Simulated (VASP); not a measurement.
**AlN: relaxation of cell and atoms with LDA**

AlN:

```
CELL_PARAMETERS angstrom
0.00000 2.18399 2.18399
2.18399 0.00000 2.18399
2.18399 2.18399 0.00000
ATOMIC_POSITIONS crystal
Al 0.00000 0.00000 0.00000
N 0.75000 0.75000 0.75000
```

```json
{
 "Program": "VASP 6.6.1",
 "Task": "relaxation of cell and atoms",
 "Functional": "LDA",
 "Potentials or basis": "VASP PAW LDA potentials, release 64 (Al, N)",
 "Cutoff": "600 eV",
 "k mesh": "7 × 7 × 7",
 "Occupations": "gaussian, width 0.01 eV",
 "Spin": "no spin polarisation",
 "Target pressure": "20 GPa",
 "Dipole correction": "no",
 "Further INCAR settings": "ALGO = Normal; EDIFF = 1e-07; IBRION = 2; EDIFFG = -0.001; NSW = 80; ISIF = 3"
}
```

The relaxed volume is 9.46 Å³/atom and the relaxed cell is a = 2.991 Å, b = 2.991 Å, c = 2.991 Å, α = 60.00°, β = 60.00°, γ = 60.00°. The space group after relaxing (to 0.05 Å) is F-43m (No. 216), the energy change on relaxing (the enthalpy is what falls) is +45.0 meV/atom and the ionic steps are 7. The pressure after relaxing is 20.0 GPa and the band gap on the k mesh is 3.59 eV, indirect (least direct gap 5.12 eV).

Step by step:
```
step  energy change (eV)  largest force (eV/Å)  pressure (GPa)  volume (Å³)
   1              0.0000                0.0000           -3.11        20.83
   2              0.6824                0.0000           66.93        16.62
   3              0.0828                0.0000           19.11        18.99
   4              0.0892                0.0000           19.89        18.93
   5              0.0938                0.0000           20.45        18.90
   6              0.0858                0.0000           19.47        18.96
   7              0.0901                0.0000           20.00        18.93
```

Final structure:
```
Al N
1.0
     0.00000    2.11514    2.11514
     2.11514    0.00000    2.11514
     2.11514    2.11514    0.00000
Al N
1 1
Cartesian
  0.0000 0.0000 0.0000
  3.1727 3.1727 3.1727
```

Levels at points of the mesh, in eV from the valence-band top:
```
           k point  band 1  band 2  band 3  band 4  band 5  band 6  band 7  band 8
(0.00, 0.00, 0.00)  -15.40    0.00    0.00    0.00    5.12   13.30   13.30   13.30
```

It took 35 s on 1 thread of Intel Xeon 8259CL, on a shared host, peak memory 0.14 GiB.

Caveat: the cell is relaxed towards a set pressure, so the enthalpy falls and the energy may rise. A k mesh can miss the band edges.
